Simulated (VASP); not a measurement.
A run of VASP 6.6.1:

File INCAR:

```
PREC     = Accurate       # precision mode
ENCUT    = 520            # plane-wave cutoff, eV
EDIFF    = 1E-6           # SCF threshold, eV
ISMEAR   = 0              # smearing method
SIGMA    = 0.05           # smearing width, eV
LREAL    = F              # projectors in reciprocal space
LASPH    = T              # aspherical terms in the spheres
NELM     = 150            # most SCF steps
ALGO     = Normal         # electronic algorithm
ISIF     = 2              # what is computed and relaxed
LWAVE    = F              # write WAVECAR
LCHARG   = F              # write CHGCAR
ISPIN    = 2              # spin polarisation
MAGMOM   = 1 1 -1 -1 0 0 0 0 # initial moments
LORBIT   = 11             # projections on sites
LMAXMIX  = 4              # l up to which the mixer works
LDAU     = T              # DFT+U
LDAUTYPE = 2            
LDAUL    = 2 -1           # shell
LDAUU    = 7 0            # U, eV
LDAUJ    = 0 0          
LDAUPRINT= 1            
GGA      = PS             # functional
NBANDS   = 48             # bands
```

The input KPOINTS:

```
Automatic mesh
0
Gamma
  7 4 4
```

The input POSCAR:

```
CuO
1.0
    2.3418496200     -1.7112997200      0.0000000000
    4.6836992400      3.4225994400      0.0000000000
   -0.8500298600      0.0000000000      5.0578691900
Cu O
4 4
Direct
    0.0000000000      0.2500000000      0.0000000000
    0.5000000000      0.0000000000      0.5000000000
    0.0000000000      0.7500000000      0.0000000000
    0.5000000000      0.5000000000      0.5000000000
    0.5816000000      0.2092000000      0.2500000000
    0.4184000000      0.2908000000      0.7500000000
    0.5816000000      0.7092000000      0.2500000000
    0.4184000000      0.7908000000      0.7500000000
```

Potentials or basis: VASP PAW PBE potentials, release 64 (Cu, O).

Command:

```bash
$ cat potpaw_PBE.64/Cu/POTCAR potpaw_PBE.64/O/POTCAR > POTCAR
$ mpirun -np 1 vasp_std > vasp.out
```

Hardware: 1 thread of Oxide Virtual Turin-like Processor, with other jobs on the host.

Task: How long does it take, and how much memory?

Result: It took 10 min on 1 thread of Oxide Virtual Turin-like Processor (shared host), peak memory 0.41 GiB. Counts: scf iterations 17, k points 58.
